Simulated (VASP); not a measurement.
A run of VASP 6.6.1 is set up as follows.

The input INCAR:

```
SYSTEM = Pb
PREC     = Accurate       ! precision mode
ENCUT    = 500            ! plane-wave cutoff, eV
EDIFF    = 1E-7           ! SCF threshold, eV
ISMEAR   = -1             ! smearing method
SIGMA    = 0.1            ! smearing width, eV
LREAL    = .FALSE.        ! projectors in reciprocal space
LASPH    = .TRUE.         ! aspherical terms in the spheres
NELM     = 120            ! most SCF steps
ALGO     = Normal         ! electronic algorithm
ISIF     = 3              ! what is computed and relaxed
LWAVE    = .FALSE.        ! write WAVECAR
LCHARG   = .FALSE.        ! write CHGCAR
GGA      = RP             ! functional
IBRION   = 2              ! ionic algorithm
NSW      = 80             ! ionic steps
EDIFFG   = -0.01          ! ionic threshold
GGA_COMPAT= .FALSE.      
NELMIN   = 4
```

KPOINTS

```
regular mesh
0
G
  11 11 11
  0 0 0
```

The input POSCAR:

```
Pb
1.0
   -1.9646072269      1.9646072269      1.9646072269
    1.9646072269     -1.9646072269      1.9646072269
    1.9646072269      1.9646072269     -1.9646072269
Pb
1
Direct
    0.0000000000      0.0000000000      0.0000000000
```

Potentials or basis: VASP PAW PBE potentials, release 64 (Pb_d).

The run is started by

```console
$ cat potpaw_PBE.64/Pb_d/POTCAR > POTCAR
$ mpirun -np 1 vasp_std > vasp.out
```

(1) What does it give for the band gap on the k mesh?

(2) Predict the relaxed cell.

(3) Predict the space group after relaxing (to 0.05 Å).

Answers

(1) zero (band 7 reaches 13.33 eV, above the bottom of band 8 at 4.67 eV).

(2) a = 3.507 Å, b = 3.507 Å, c = 3.507 Å, α = 109.47°, β = 109.47°, γ = 109.47°.

(3) Im-3m (No. 229).

Caveat: spin-orbit coupling is left out, which moves the levels of the heavy elements.
